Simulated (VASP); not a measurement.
Write the native input for VASP 6.6.1 that does the following.

| Property | Result |
| --- | --- |
| Task | single point |
| Functional | LDA |
| Potentials or basis | VASP PAW LDA potentials, release 64 (Mg, O) |
| Cutoff | 600 eV |
| k mesh | 4 × 4 × 4 |
| Occupations | gaussian, width 0.01 eV |
| Spin | no spin polarisation |
| Dipole correction | no |
| Further INCAR settings | ALGO = Normal; EDIFF = 1e-06; NBANDS = 11 |

The structure of MgO lies in POSCAR:

```
MgO
1.0
    2.6233491285      0.0000000000      0.0000000000
    0.0000000000      2.6233491285      0.0000000000
    0.0000000000      0.0000000000      2.6233491285
Mg O
1 1
Direct
    0.0000000000      0.0000000000      0.0000000000
    0.5000000000      0.5000000000      0.5000000000
```

These files were run (other wordings do the same):

INCAR

```
ALGO = Normal ; EDIFF = 1E-6
ENCUT = 600 ; GGA = CA
GGA_COMPAT = F ; ISIF = 2
ISMEAR = 0 ; LASPH = T
LCHARG = F ; LREAL = F
LWAVE = F ; NBANDS = 11
NELM = 120 ; PREC = Accurate
SIGMA = 0.01
```

KPOINTS

```
k-points
0
Gamma
  4 4 4
```

Potentials or basis: VASP PAW LDA potentials, release 64 (Mg, O).

Command:

```sh
$ cat potpaw_LDA.64/Mg/POTCAR potpaw_LDA.64/O/POTCAR > POTCAR
$ mpirun -np 1 vasp_std > vasp.out
```

It gave:

| Property | Result |
| --- | --- |
| Pressure | -7.1 GPa |
| Band gap on the k mesh | 2.54 eV, indirect (least direct gap 3.58 eV) |

Caveat: the k points lie up to 0.60 Å⁻¹ apart.

Run time: 2 s on 1 thread of Intel(R) Xeon(R) 6975P-C (Granite Rapids), with other jobs on the host, peak memory 0.12 GiB.
